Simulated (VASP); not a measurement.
# Si4Mo3 (P1) in VASP: single point with PBE

Aim: the single point of Si4Mo3 with PBE.

All numbers are computed with VASP 6.6.1; they aren't measurements. Logs are shortened: lines on timing, memory, paths and dates and some standing lists are left out, and cuts for length are marked.

## Step 1: The cell of the first run

The typed cell holds 7 atoms: a = 3.199 Å, b = 3.199 Å, c = 9.776 Å, α = 99.42°, β = 99.40°, γ = 90.00°.

## Step 2: Single point, PBE

INCAR reads:

```
SYSTEM = Si4Mo3
PREC     = Accurate       ! precision mode
ENCUT    = 520            ! plane-wave cutoff, eV
EDIFF    = 1E-7           ! SCF threshold, eV
ISMEAR   = 0              ! smearing method
SIGMA    = 0.2            ! smearing width, eV
LREAL    = .False.        ! projectors in reciprocal space
LASPH    = .True.         ! aspherical terms in the spheres
NELM     = 60             ! most SCF steps
ALGO     = Normal         ! electronic algorithm
ISIF     = 2              ! what is computed and relaxed
LWAVE    = .False.        ! write WAVECAR
LCHARG   = .False.        ! write CHGCAR
GGA      = PE             ! functional
NBANDS   = 38             ! bands
```

KPOINTS reads:

```
regular mesh
0
Gamma
  8 8 8
  0 0 0
```

POSCAR reads:

```
Si4Mo3
1.0
   -0.0000957276     -3.1990504528      0.0003454208
    3.1989321209      0.0000916274     -0.0000316420
   -1.5995393259      1.5984949380      9.5111212586
Si Mo
4 3
Direct
    0.4310047086      0.4311202640      0.8623070264
    0.5685348932      0.5686028183      0.1376607313
    0.8588535672      0.8589444989      0.7175667738
    0.1413657395      0.1412831312      0.2824515718
    0.0000302870     -0.0002436407      0.0000180619
    0.2942637452      0.2943829259      0.5883722239
    0.7059470593      0.7059100025      0.4116236111
```

Potentials or basis: VASP PAW PBE potentials, release 64 (Si, Mo_sv).

Started as:

```console
> cat potpaw_PBE.64/Si/POTCAR potpaw_PBE.64/Mo_sv/POTCAR > POTCAR
> mpirun -np 1 vasp_std > vasp.out
```

OUTCAR:

```text
SYSTEM = Si4Mo3
   PREC = Accurate
   ENCUT = 520
   EDIFF = 1E-7
   ISMEAR = 0
   LREAL = .False.
   LASPH = .True.
   NELM = 60
   ISIF = 2
   GGA = PE

 ion  position               nearest neighbor table
   1  0.431  0.431  0.862-   6 2.61   5 2.61   5 2.61   5 2.61   5 2.61   2 2.62   3 2.65   3 2.65
                             3 2.65   3 2.65
   2  0.569  0.569  0.138-   7 2.61   5 2.61   5 2.61   5 2.61   5 2.61   1 2.62   4 2.65   4 2.65
                             4 2.65   4 2.65
   3  0.859  0.859  0.718-   6 2.57   6 2.57   6 2.57   6 2.57   1 2.65   1 2.65   1 2.65   1 2.65
                             5 2.69   7 2.91
   4  0.141  0.141  0.282-   7 2.57   7 2.57   7 2.57   7 2.57   2 2.65   2 2.65   2 2.65   2 2.65
                             5 2.69   6 2.91
   5  0.000  1.000  0.000-   1 2.61   2 2.61   2 2.61   1 2.61   1 2.61   2 2.61   2 2.61   1 2.61
                             4 2.69   3 2.69
   6  0.294  0.294  0.588-   3 2.57   3 2.57   3 2.57   3 2.57   1 2.61   7 2.82   7 2.82   7 2.82
                             7 2.82   4 2.91
   7  0.706  0.706  0.412-   4 2.57   4 2.57   4 2.57   4 2.57   2 2.61   6 2.82   6 2.82   6 2.82
                             6 2.82   3 2.91

  LATTYP: Found a base centered monoclinic cell.
 ALAT       =    19.2890081845
 B/A-ratio  =     0.1658422295
 C/A-ratio  =     0.9861863408
 COS(beta)  =    -0.9861512668

  Lattice vectors:

 A1 = (  -1.5993927950,  -1.5985865654,  -9.5110896166)
 A2 = (   1.5995393259,  -1.5984949380,  -9.5111212586)
 A3 = (  -0.0002422585,  -0.0019689494,  19.0225562960)

Analysis of symmetry for initial positions (statically):
=====================================================================
 Subroutine PRICEL returns:
 Original cell was already a primitive cell.

 Routine SETGRP: Setting up the symmetry group for a
 base centered monoclinic supercell.

 Subroutine GETGRP returns: Found  1 space group operations
 (whereof  1 operations were pure point group operations)
 out of a pool of  4 trial point group operations.

The static configuration has the point symmetry C_1 .

Analysis of symmetry for dynamics (positions and initial velocities):
=====================================================================
 Subroutine PRICEL returns:
 Original cell was already a primitive cell.

 Routine SETGRP: Setting up the symmetry group for a
 base centered monoclinic supercell.

 Subroutine GETGRP returns: Found  1 space group operations
 (whereof  1 operations were pure point group operations)
 out of a pool of  4 trial point group operations.

The dynamic configuration has the point symmetry C_1 .

 Subroutine INISYM returns: Found  1 space group operations
 (whereof  1 operations are pure point group operations),
 and found     1 'primitive' translations

----------------------------------------------------------------------------------------

                                     Primitive cell

  volume of cell :      97.3341

  direct lattice vectors                    reciprocal lattice vectors
    -0.000095728 -3.199050453  0.000345421     0.000009473 -0.312587084  0.052536816
     3.198932121  0.000091627 -0.000031642     0.312604840 -0.000003678  0.052573151
    -1.599539326  1.598494938  9.511121259     0.000001040  0.000011352  0.105138342

  length of vectors
     3.199050473  3.198932122  9.776253869     0.316971296  0.316994830  0.105138342

  position of ions in fractional coordinates (direct lattice)
     0.431004709  0.431120264  0.862307026
     0.568534893  0.568602818  0.137660731
     0.858853567  0.858944499  0.717566774
     0.141365740  0.141283131  0.282451572
     0.000030287  0.999756359  0.000018062
     0.294263745  0.294382926  0.588372224
     0.705947059  0.705910002  0.411623611

  ion indices of the primitive-cell ions
   primitive index   ion index
                 1           1
                 2           2
                 3           3
                 4           4
                 5           5
                 6           6
                 7           7

----------------------------------------------------------------------------------------

 KPOINTS: regular mesh

Automatic generation of k-mesh.
 Grid dimensions read from file:
 generate k-points for:    8    8    8

 Generating k-lattice:

  Cartesian coordinates                     Fractional coordinates (reciprocal lattice)
     0.000001184 -0.039073386  0.006567102     0.125000000  0.000000000  0.000000000
     0.039075605 -0.000000460  0.006571644     0.000000000  0.125000000  0.000000000
     0.000000130  0.000001419  0.013142293     0.000000000  0.000000000  0.125000000

  Length of vectors
     0.039621412  0.039624354  0.013142293

  Shift w.r.t. Gamma in fractional coordinates (k-lattice)
     0.000000000  0.000000000  0.000000000

 Subroutine IBZKPT returns following result:
 ===========================================

 Found    260 irreducible k-points:

 Following reciprocal coordinates:
            Coordinates               Weight
  0.000000  0.000000  0.000000      1.000000
  0.125000  0.000000  0.000000      2.000000
  0.250000  0.000000  0.000000      2.000000
  0.375000  0.000000  0.000000      2.000000
  0.500000  0.000000  0.000000      1.000000
 -0.000000  0.125000 -0.000000      2.000000
[... 16 lines left out ...]
  0.125000  0.375000 -0.000000      2.000000
  0.250000  0.375000  0.000000      2.000000
 [... further k-points ...]
   k-points           NKPTS =    260   k-points in BZ     NKDIM =    260   number of bands    NBANDS=     38
   number of dos      NEDOS =    301   number of ions     NIONS =      7
   total plane-waves  NPLWV =  46080
   dimension x,y,z NGX =    24 NGY =   24 NGZ =   80
   dimension x,y,z NGXF=    48 NGYF=   48 NGZF=  160
   ions per type =               4   3
   NGX,Y,Z   is equivalent  to a cutoff of  12.47, 12.47, 13.60 a.u.
   NGXF,Y,Z  is equivalent  to a cutoff of  24.94, 24.95, 27.21 a.u.
 SYSTEM =  Si4Mo3
   PREC   = accura    normal or accurate (medium, high low for compatibility)
   ISTART =      0    job   : 0-new  1-cont  2-samecut
   ICHARG =      2    charge: 1-file 2-atom 10-const
   ISPIN  =      1    spin polarized calculation?
   LNONCOLLINEAR =      F non collinear calculations
   LSORBIT =      F    spin-orbit coupling
   LASPH  =      T    aspherical Exc in radial PAW
   ENCUT  =  520.0 eV  38.22 Ry    6.18 a.u.   5.95  5.95 18.18*2*pi/ulx,y,z
   NELM   =     60;   NELMIN=  2; NELMDL= -5     # of ELM steps
   EDIFF  = 0.1E-06   stopping-criterion for ELM
   LREAL  =      F    real-space projection
   EDIFFG = 0.1E-05   stopping-criterion for IOM
   NSW    =      0    number of steps for IOM
   IBRION =     -1    ionic relax: 0-MD 1-quasi-New 2-CG
   NFREE  =      0    steps in history (QN), initial steepest desc. (CG)
   ISIF   =      2    stress and relaxation
   ISYM   =      2    0-nonsym 1-usesym 2-fastsym
   POTIM  = 0.5000    time-step for ionic-motion
   TEBEG  =    0.0;   TEEND  =   0.0 temperature during run
   PSTRESS=    0.0 pullay stress
   NELECT =      58.0000    total number of electrons
   NUPDOWN=      -1.0000    fix difference up-down
   EMIN   =  10.00;   EMAX   =-10.00  energy-range for DOS
   EFERMI =   0.00;   METHOD = LEGACY
   ISMEAR =     0;   SIGMA  =   0.20  broadening in eV -4-tet -1-fermi 0-gaus
   EFERMI_NEDOS =   21; number of points for ismear=-14 and -15
   IALGO  =     38    algorithm
   IMIX   =      4    mixing-type and parameters
     AMIX     =   0.40;   BMIX     =  1.00
     AMIX_MAG =   1.60;   BMIX_MAG =  1.00
  volume/ion in A,a.u.               =      13.90        93.83
  Fermi-wavevector in a.u.,A,eV,Ry     =   1.377619  2.603323 25.821606  1.897834
  Thomas-Fermi vector in A             =   2.502756
   LORBIT       =      0    0 simple, 1 ext, 2 COOP (PROOUT), +10 PAW based schemes
   GGA     = PE    functional components
   LHFCALC =     F    Hartree Fock is set to
   AEXX    =    0.0000 exact exchange contribution
   IVDW    =     0    specifies the selected vdW correction
   LEPSILON=     F    determine dielectric tensor
   LRPA    =     F    only Hartree local field effects (RPA)
 non-spin polarized calculation
 Gauss-broadening in eV      SIGMA  =   0.20
  energy-cutoff  :      520.00
  volume of cell :       97.33
 maximum number of plane-waves:      2652
   NGX = 11   NGY = 11   NGZ = 37

 number of electron      58.0000005 magnetization

 Free energy of the ion-electron system (eV)
  ---------------------------------------------------
  ext. energy  EPLUGINS =         0.00000000
  ---------------------------------------------------
  free energy    TOTEN  =       -57.57163726 eV

  energy without entropy =      -57.53328487  energy(sigma->0) =      -57.55246106

 E-fermi :  11.9004     XC(G=0): -12.5224

 val. band max:       11.8937613009   @ k =  -0.0000   0.2500   0.1250
 cond. band min:      11.9018619768   @ k =   0.1250  -0.1250   0.1250
 fundamental gap:      0.0081006759
 Fermi energy:        11.9003589851

 k-point     1 :       0.0000    0.0000    0.0000
  band No.  band energies     occupation
      1     -48.9147      2.00000
      2     -48.7588      2.00000
      3     -48.6742      2.00000
      4     -23.1774      2.00000
      5     -23.0351      2.00000
      6     -23.0350      2.00000
[... 30 lines left out ...]
     37      14.8437      0.00000
     38      15.9060      0.00000

 k-point     2 :       0.1250    0.0000    0.0000
  band No.  band energies     occupation
      1     -48.9063      2.00000
      2     -48.7622      2.00000
      3     -48.6715      2.00000
      4     -23.1814      2.00000
      5     -23.0952      2.00000
      6     -23.0187      2.00000
[... 30 lines left out ...]
     37      15.7601      0.00000
     38      16.1008      0.00000
[... 859 lines left out ...]
     37      16.1499      0.00000
     38      16.3840      0.00000

 k-point    24 :       0.2500    0.3750    0.0000
  band No.  band energies     occupation
      1     -48.8345      2.00000
      2     -48.7922      2.00000
      3     -48.6498      2.00000
      4     -23.2581      2.00000
      5     -23.2522      2.00000
      6     -23.0340      2.00000
[... 30 lines left out ...]
     37      15.5348      0.00000
     38      15.8991      0.00000

 [... further k-points ...]

------------------------ aborting loop because EDIFF is reached ----------------------------------------

  FORCE on cell =-STRESS in cart. coord.  units (eV):
  Direction    XX          YY          ZZ          XY          YZ          ZX
  --------------------------------------------------------------------------------------
  -------------------------------------------------------------------------------------
  Total        0.1445450      0.1396318      0.0153133     -0.0069865      0.0248101      0.0044066
  in kB        2.3792966      2.2984228      0.2520664     -0.1150019      0.4083898      0.0725349
  external PRESSURE =       1.6432619 kB  Pullay stress =       0.0000000 kB

 VOLUME and BASIS-vectors are now :
 -----------------------------------------------------------------------------
  energy-cutoff  :      520.00
  volume of cell :       97.33
      direct lattice vectors                 reciprocal lattice vectors
    -0.000095728 -3.199050453  0.000345421     0.000009473 -0.312587084  0.052536816
     3.198932121  0.000091627 -0.000031642     0.312604840 -0.000003678  0.052573151
    -1.599539326  1.598494938  9.511121259     0.000001040  0.000011352  0.105138342

 POSITION                                       TOTAL-FORCE (eV/Angst)
 -----------------------------------------------------------------------------------
     -0.00021     -0.00037      8.20164        -0.001369     -0.003959      0.003782
      1.59867     -1.59867      1.30949         0.002595     -0.007341      0.001614
      1.59985     -1.60041      6.82513        -0.001892      0.001563     -0.003418
      0.00015     -0.00073      2.68648        -0.002080      0.002565      0.000885
      3.19812      0.00002      0.00014         0.009112      0.004523     -0.004573
      0.00056     -0.00083      5.59617        -0.005180     -0.000748     -0.011762
      1.59968     -1.60032      3.91522        -0.001186      0.003398      0.013473
 -----------------------------------------------------------------------------------
    total drift:                                0.000001      0.000006      0.000024

  FREE ENERGIE OF THE ION-ELECTRON SYSTEM (eV)
  ---------------------------------------------------
  free  energy   TOTEN  =       -57.5716372570 eV

  energy  without entropy=      -57.5332848689  energy(sigma->0) =      -57.55246106
```

Wall time 15 min (1 thread of AMD EPYC 7R13 (Zen 3), shared host); peak memory 0.71 GiB.

Results:

```
Free energy            : -57.5716 eV
Pressure               : 0.2 GPa
Largest force          : 0.014 eV/Å
Band gap on the k mesh : zero (bands 29 and 30 overlap by 0.07 eV)
```

Forces on the atoms (eV/Å):
```
Si  -0.001 -0.004  0.004
Si   0.003 -0.007  0.002
Si  -0.002  0.002 -0.003
Si  -0.002  0.003  0.001
Mo   0.009  0.005 -0.005
Mo  -0.005 -0.001 -0.012
Mo  -0.001  0.003  0.013
```

Stress tensor (GPa, compression positive):
```
 0.24 -0.01  0.01
-0.01  0.23  0.04
 0.01  0.04  0.03
```

Levels at points of the mesh, in eV from the Fermi level:
```tsv
k point	band 26	band 27	band 28	band 29	band 30	band 31	band 32	band 33
(0.00, 0.00, 0.00)	-1.08	-0.70	-0.70	-0.15	0.66	1.56	1.81	2.09
(0.50, 0.00, 0.00)	-2.00	-0.94	-0.76	-0.36	0.64	0.88	2.32	2.34
(0.00, 0.50, 0.00)	-2.00	-0.94	-0.76	-0.36	0.64	0.88	2.32	2.34
(0.50, 0.50, 0.00)	-2.37	-1.63	-0.91	-0.45	1.00	2.00	2.45	2.45
(0.00, 0.00, 0.50)	-1.30	-0.15	0.04	0.04	0.66	0.87	1.00	1.01
(0.50, 0.00, 0.50)	-2.00	-0.94	-0.76	-0.36	0.64	0.88	2.32	2.34
(0.00, 0.50, 0.50)	-2.00	-0.94	-0.76	-0.36	0.64	0.88	2.32	2.34
(0.50, 0.50, 0.50)	-2.37	-1.63	-0.91	-0.44	1.00	2.00	2.45	2.45
```
